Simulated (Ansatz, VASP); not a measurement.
**Two plane-wave programs on Ti**

```
Ti
1.0
    -1.74784    1.62589    1.62589
     1.74784   -1.62589    1.62589
     1.74784    1.62589   -1.62589
Ti
1
Direct
  0.00000 0.00000 0.00000
```

Change from the starting cell: strain +0.0750 x Voigt [1, 0, 0, 0, 0, 0], atoms carried along.

Alike in both runs: task single point; functional r2SCAN; k mesh 26 × 26 × 26; occupations gaussian, width 0.15 eV; no spin polarisation.

|  | VASP | Ansatz |
| --- | --- | --- |
| version | VASP 6.6.1 | Ansatz 0.2.0 |
| potentials or method | VASP PAW PBE potentials, release 64 (Ti_sv), cutoff 520 eV | scalar-relativistic, plane waves, PAW |
| valence electrons in the cell | 12 | 12 |

|  | VASP | Ansatz | Ansatz less VASP |
| --- | --- | --- | --- |
| gap on the k mesh at the Fermi level (eV) | none | none | - |
| pressure (GPa) | -6.5 | -6.9 | -0.33 |
| traceless stress, the component that is largest in VASP (GPa) | 1.77 | 1.74 | -0.022 |

VASP's potentials were made for PBE, not for r2SCAN. A gap of «none» marks a metal or a gap that the smearing closes.
